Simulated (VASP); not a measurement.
# HC16 (a cell with a defect): single point with PBEsol

HC16 (a cell with a defect):

```xyz
17
Lattice="0.0000 3.5700 3.5700 3.5700 0.0000 3.5700 3.5700 3.5700 0.0000" Properties=species:S:1:pos:R:3 pbc="T T T"
C     0.0899   -0.0212   -0.0403
C     0.8902    0.8881    0.8606
C     1.7844    1.7461   -0.0415
C     2.6695    2.6129    0.9009
C     1.7825   -0.0150    1.7186
C     2.6648    0.9277    2.5862
C     3.6110    1.7596    1.7357
C     4.4683    2.6602    2.6343
C    -0.0055    1.7729    1.7456
C     0.9066    2.6535    2.6262
C     1.7971    3.5513    1.7530
C     2.6885    4.4414    2.6390
C     1.7956    1.7805    3.5248
C     2.6881    2.6663    4.4142
C     3.5797    3.5519    3.5249
C     4.4819    4.4365    4.4104
H     2.4968    3.4187    6.9492
```

- Program: VASP 6.6.1
- Task: single point
- Functional: PBEsol
- Potentials or basis: VASP PAW PBE potentials, release 64 (C, H)
- Cutoff: 520 eV
- k mesh: 3 × 3 × 3
- Occupations: gaussian, width 0.02 eV
- Spin: no spin polarisation

```yaml
Largest_force: 0.041 eV/Å
```

Forces on the atoms (eV/Å):
```
C    0.007  0.008  0.003
C   -0.005  0.004  0.007
C   -0.002  0.008  0.000
C   -0.002  0.007 -0.013
C   -0.003 -0.005  0.002
C    0.010 -0.005  0.013
C    0.003  0.001 -0.002
C    0.003  0.000  0.001
C   -0.008 -0.006  0.003
C    0.006 -0.008  0.002
C   -0.008  0.004  0.005
C    0.002 -0.003  0.002
C    0.003 -0.006  0.005
C    0.004 -0.002  0.003
C   -0.002  0.000  0.002
C    0.005 -0.002  0.005
H   -0.012  0.006 -0.039
```

Levels at points of the mesh, in eV from the Fermi level:
```
           k point  band 29  band 30  band 31  band 32  band 33  band 34  band 35  band 36
(0.00, 0.00, 0.00)    -2.83    -0.48    -0.36    -0.15     2.33     3.34     3.76     4.18
```

It took 47 s on 1 thread of Intel(R) Xeon(R) 6975P-C (Granite Rapids), on a shared host, peak memory 0.24 GiB.

Caveat: the k points lie up to 0.51 Å⁻¹ apart; the cell carries a net charge on a neutralising background, which shifts energy and pressure; the cell is charged against a uniform background, so pressure and absolute levels hang on convention; the PAW data sets were made with another functional, which shifts forces and pressure a little.
